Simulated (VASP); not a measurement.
# AlN (I4/mmm) in VASP: further runs, part 2 of 2

VASP 6.6.1. Earlier steps stand in the parts before.

## Step 3: Single point, LDA (strain +0.025 along x and y, +0.000 along z)

The input, INCAR:

```
PREC = Accurate
ENCUT = 600
EDIFF = 1E-6
ISMEAR = 0
SIGMA = 0.05
LREAL = False
LASPH = True
NELM = 120
ALGO = Normal
ISIF = 2
LWAVE = False
LCHARG = False
GGA = CA
NBANDS = 11
GGA_COMPAT = False
```

The input, KPOINTS:

```
regular mesh
0
Gamma
  10 10 10
```

The input, POSCAR:

```
AlN
1.0
    0.0000000000      2.0853809500      2.0345180000
    2.0853809500      0.0000000000      2.0345180000
    2.0853809500      2.0853809500      0.0000000000
Al N
1 1
Direct
    0.5000000000      0.5000000000      0.5000000000
    0.0000000000      0.0000000000      0.0000000000
```

Potentials or basis: VASP PAW LDA potentials, release 64 (Al, N).

The run is started by

```sh
> cat potpaw_LDA.64/Al/POTCAR potpaw_LDA.64/N/POTCAR > POTCAR
> mpirun -np 1 vasp_std > vasp.out
```

OUTCAR:

```text
PREC = Accurate
   ENCUT = 600
   EDIFF = 1E-6
   ISMEAR = 0
   LREAL = False
   LASPH = True
   NELM = 120
   ISIF = 2
   GGA = CA

 ion  position               nearest neighbor table
   1  0.500  0.500  0.500-   2 2.03   2 2.03   2 2.09   2 2.09   2 2.09   2 2.09
   2  0.000  0.000  0.000-   1 2.03   1 2.03   1 2.09   1 2.09   1 2.09   1 2.09

  LATTYP: Found a body centered tetragonal cell.
 ALAT       =     2.9491740222
 C/A-ratio  =     1.3797205487

  Lattice vectors:

 A1 = (   0.0000000000,  -2.0853809500,  -2.0345180000)
 A2 = (   0.0000000000,   2.0853809500,  -2.0345180000)
 A3 = (   2.0853809500,   0.0000000000,   2.0345180000)

Analysis of symmetry for initial positions (statically):
=====================================================================
 Subroutine PRICEL returns:
 Original cell was already a primitive cell.

 Routine SETGRP: Setting up the symmetry group for a
 body centered tetragonal supercell.

 Subroutine GETGRP returns: Found 16 space group operations
 (whereof 16 operations were pure point group operations)
 out of a pool of 16 trial point group operations.

The static configuration has the point symmetry D_4h.

Analysis of symmetry for dynamics (positions and initial velocities):
=====================================================================
 Subroutine PRICEL returns:
 Original cell was already a primitive cell.

 Routine SETGRP: Setting up the symmetry group for a
 body centered tetragonal supercell.

 Subroutine GETGRP returns: Found 16 space group operations
 (whereof 16 operations were pure point group operations)
 out of a pool of 16 trial point group operations.

The dynamic configuration has the point symmetry D_4h.

 Subroutine INISYM returns: Found 16 space group operations
 (whereof 16 operations are pure point group operations),
 and found     1 'primitive' translations

[... 119 lines left out ...]
   GGA     = CA    functional components
   LHFCALC =     F    Hartree Fock is set to
   AEXX    =    0.0000 exact exchange contribution
   IVDW    =     0    specifies the selected vdW correction
   LEPSILON=     F    determine dielectric tensor
   LRPA    =     F    only Hartree local field effects (RPA)
 non-spin polarized calculation
 Gauss-broadening in eV      SIGMA  =   0.05
  energy-cutoff  :      600.00
  volume of cell :       17.70
 maximum number of plane-waves:       604
   NGX = 11   NGY = 11   NGZ = 11

 number of electron       8.0000001 magnetization

 Free energy of the ion-electron system (eV)
  ---------------------------------------------------
  ext. energy  EPLUGINS =         0.00000000
  ---------------------------------------------------
  free energy    TOTEN  =       -16.12130269 eV

  energy without entropy =      -16.12130269  energy(sigma->0) =      -16.12130269

 E-fermi :   9.1438     XC(G=0): -12.2560

 val. band max:        8.9060508872   @ k =   0.0000   0.0000   0.0000
 cond. band min:      12.5381775059   @ k =   0.5000   0.5000   0.0000
 fundamental gap:      3.6321266187
 Fermi energy:         9.1437822634

 k-point     1 :       0.0000    0.0000    0.0000
  band No.  band energies     occupation
      1      -7.9573      2.00000
      2       8.7170      2.00000
      3       8.9061      2.00000
      4       8.9061      2.00000
      5      13.6531      0.00000
      6      20.5572      0.00000
      7      20.5572      0.00000
      8      20.8712      0.00000
      9      25.6011      0.00000
     10      25.7032      0.00000
     11      25.9090      0.00000
[... 309 lines left out ...]
 k-point    24 :       0.4000    0.3000    0.0000
  band No.  band energies     occupation
      1      -5.0266      2.00000
      2       3.2765      2.00000
      3       6.1759      2.00000
      4       6.6136      2.00000
      5      14.2577      0.00000
      6      15.4196      0.00000
      7      20.3528      0.00000
      8      23.1982      0.00000
      9      23.9127      0.00000
     10      29.6008      0.00000
     11      32.4399      0.00000

 [... further k-points ...]

------------------------ aborting loop because EDIFF is reached ----------------------------------------

  FORCE on cell =-STRESS in cart. coord.  units (eV):
  Direction    XX          YY          ZZ          XY          YZ          ZX
  --------------------------------------------------------------------------------------
  -------------------------------------------------------------------------------------
  Total       -2.4502778     -2.4502778     -1.9732288      0.0000000     -0.0000000     -0.0000000
  in kB     -221.8521140   -221.8521140   -178.6593262      0.0000000     -0.0000000     -0.0000000
  external PRESSURE =    -207.4545181 kB  Pullay stress =       0.0000000 kB

 VOLUME and BASIS-vectors are now :
 -----------------------------------------------------------------------------
  energy-cutoff  :      600.00
  volume of cell :       17.70
      direct lattice vectors                 reciprocal lattice vectors
     0.000000000  2.085380950  2.034518000    -0.239764346  0.239764346  0.245758455
     2.085380950  0.000000000  2.034518000     0.239764346 -0.239764346  0.245758455
     2.085380950  2.085380950  0.000000000     0.239764346  0.239764346 -0.245758455

 POSITION                                       TOTAL-FORCE (eV/Angst)
 -----------------------------------------------------------------------------------
      2.08538      2.08538      2.03452        -0.000000      0.000000      0.000000
      0.00000      0.00000      0.00000         0.000000     -0.000000      0.000000
 -----------------------------------------------------------------------------------
    total drift:                                0.000000     -0.000000     -0.000000

  FREE ENERGIE OF THE ION-ELECTRON SYSTEM (eV)
  ---------------------------------------------------
  free  energy   TOTEN  =       -16.1213026889 eV

  energy  without entropy=      -16.1213026889  energy(sigma->0) =      -16.12130269
```

OSZICAR:

```text
N       E                     dE             d eps       ncg     rms          rms(c)
DAV:   1     0.726490135859E+01    0.72649E+01   -0.42626E+03  2252   0.743E+02
DAV:   2    -0.172115040143E+02   -0.24476E+02   -0.23251E+02  2751   0.120E+02
DAV:   3    -0.179298246447E+02   -0.71832E+00   -0.71596E+00  2670   0.173E+01
DAV:   4    -0.179318178763E+02   -0.19932E-02   -0.19931E-02  2498   0.113E+00
DAV:   5    -0.179318279766E+02   -0.10100E-04   -0.10100E-04  2666   0.820E-02    0.740E+00
DAV:   6    -0.161740823289E+02    0.17577E+01   -0.86141E+00  2373   0.147E+01    0.259E+00
DAV:   7    -0.161421534277E+02    0.31929E-01   -0.99255E-02  2556   0.248E+00    0.164E+00
DAV:   8    -0.161214618391E+02    0.20692E-01   -0.18350E-02  2319   0.120E+00    0.260E-01
DAV:   9    -0.161213007954E+02    0.16104E-03   -0.82762E-04  2610   0.164E-01    0.145E-01
DAV:  10    -0.161213034842E+02   -0.26889E-05   -0.28171E-05  2450   0.410E-02    0.308E-02
DAV:  11    -0.161213026889E+02    0.79538E-06   -0.93453E-07  1542   0.790E-03
   1 F= -.16121303E+02 E0= -.16121303E+02  d E =-.858090E-14
```

stdout:

```text
POSCAR found type information on POSCAR AlN
 POSCAR found :  2 types and       2 ions
 scaLAPACK will be used
 LDA part: xc-table for (Slater(with rela. corr.)+CA(PZ))
 , standard interpolation
 POSCAR, INCAR and KPOINTS ok, starting setup
 FFT: planning ... GRIDC
 FFT: planning ... GRID_SOFT
 FFT: planning ... GRID
 WAVECAR not read
 entering main loop
```

Wall time 11 s (1 thread of Intel Xeon 6975P-C (Granite Rapids), shared host); peak memory 0.13 GiB.

What came out:

```
Free energy            : -16.1213 eV
Pressure               : -20.7 GPa
Band gap on the k mesh : 3.63 eV (least direct gap 4.75 eV)
```

Levels at points of the mesh, in eV from the valence-band top:
```
           k point  band 1  band 2  band 3  band 4  band 5  band 6  band 7  band 8
(0.00, 0.00, 0.00)  -16.86   -0.19    0.00    0.00    4.75   11.65   11.65   11.97
(0.50, 0.00, 0.00)  -13.79   -7.98   -1.06   -0.98    5.62    9.95   10.50   12.03
(0.50, 0.50, 0.00)  -12.75   -6.96   -2.81   -2.81    3.63    5.10   13.24   15.72
(0.50, 0.00, 0.50)  -12.94   -7.06   -2.80   -2.49    3.84    5.33   12.91   15.59
```

Caveat: the cell differs from its parent crystal (strain +0.025 along x and y, +0.000 along z); the cell stands under tension. A k mesh can miss the band edges.
